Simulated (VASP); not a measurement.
Al2O3: single point with LDA

Al2O3:

```
CELL_PARAMETERS angstrom
4.59259 0.00000 0.00000
0.00000 9.57312 0.00000
0.00000 0.00000 2.97459
ATOMIC_POSITIONS crystal
Al 0.41388 0.33100 0.50000
Al 0.58612 0.66900 0.50000
Al 0.91388 0.16900 0.00000
Al 0.08612 0.83100 0.00000
O 0.73156 0.22269 0.50000
O 0.00000 0.00000 0.00000
O 0.76844 0.72269 0.00000
O 0.23156 0.27731 0.00000
O 0.26844 0.77731 0.50000
O 0.50000 0.50000 0.50000
```

```yaml
Program: VASP 6.6.1
Task: single point
Functional: LDA
Potentials_or_basis: VASP PAW LDA potentials, release 64 (Al, O)
Cutoff: 520 eV
k_mesh: 6 × 4 × 8
Occupations: gaussian, width 0.05 eV
Spin: no spin polarisation
```

| Item | Value |
| --- | --- |
| Pressure | 0.8 GPa |
| Largest force | 0.083 eV/Å |
| Band gap on the k mesh | 3.46 eV |

Forces in eV/Å, atoms in the order of the input:
```
Al  -0.024 -0.079  0.000
Al   0.024  0.079  0.000
Al  -0.024  0.079  0.000
Al   0.024 -0.079  0.000
O   -0.014  0.007  0.000
O    0.000  0.000  0.000
O    0.014  0.007  0.000
O   -0.014 -0.007  0.000
O    0.014 -0.007  0.000
O    0.000  0.000  0.000
```

Stress tensor (GPa, compression positive):
```
0.50 0.00 0.00
0.00 1.37 0.00
0.00 0.00 0.63
```

Levels at points of the mesh, in eV from the valence-band top:
```
           k point  band 21  band 22  band 23  band 24  band 25  band 26  band 27  band 28
(0.00, 0.00, 0.00)    -1.38    -0.57    -0.06     0.00     3.46     5.28     6.21     6.30
(0.50, 0.00, 0.00)    -1.10    -1.10    -0.02    -0.02     5.92     5.92     6.64     6.64
(0.00, 0.50, 0.00)    -0.92    -0.92    -0.03    -0.03     4.17     4.17     6.51     6.51
(0.50, 0.50, 0.00)    -1.01    -1.01    -0.02    -0.02     5.91     5.91     6.38     6.38
(0.00, 0.00, 0.50)    -1.58    -1.58    -0.76    -0.76     6.84     6.84     7.35     7.35
(0.50, 0.00, 0.50)    -1.69    -1.69    -0.79    -0.79     6.80     6.80     8.22     8.22
(0.00, 0.50, 0.50)    -1.70    -1.70    -0.66    -0.66     6.66     6.66     7.78     7.78
(0.50, 0.50, 0.50)    -1.68    -1.68    -0.87    -0.87     6.97     6.97     8.13     8.13
```

Wall time 94 s on 1 thread of Intel(R) Xeon(R) 6975P-C (Granite Rapids), with other jobs on the host, peak memory 0.31 GiB.

A k mesh can miss the band edges.
